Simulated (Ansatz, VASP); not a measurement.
Rb3Sb2P3: VASP beside Ansatz

```
Rb Sb P
1.0
     6.56849    0.00000    0.00000
     0.00000    6.56849    0.00000
     0.00000    0.00000    6.56849
Rb Sb P
3 2 3
Direct
  0.50000 0.00000 0.00000
  0.00000 0.50000 0.00000
  0.00000 0.00000 0.50000
  0.50000 0.50000 0.50000
  0.00000 0.00000 0.00000
  0.00000 0.50000 0.50000
  0.50000 0.00000 0.50000
  0.50000 0.50000 0.00000
```

Alike in both runs: functional PBE; k mesh 6 × 6 × 6; occupations gaussian, width 0.1 eV; no spin polarisation.

Ansatz relaxed the structure, and its values are those at the end. VASP's run is a single point on that final structure, the one shown.

```csv
,VASP,Ansatz
version,VASP 6.6.1,Ansatz 0.2.0
potentials or method,"VASP PAW PBE potentials, release 64 (Rb_sv, Sb, P), cutoff 520 eV","scalar-relativistic, plane waves, PAW"
valence electrons in the cell,52,72
```

|  | VASP | Ansatz | Ansatz less VASP |
| --- | --- | --- | --- |
| gap on the k mesh at the Fermi level (eV) | none | none | - |
| pressure (GPa) | 0.1 | 0.0 | -0.01 |

A gap of «none» marks a metal or a gap that the smearing closes. The functional is the same, so the differences come from potentials, cutoffs and numerics. VASP's potentials hold 52 valence electrons a cell and Ansatz's 72, so a difference there can come from the potentials and not from the codes.

Spin-orbit coupling is off throughout.
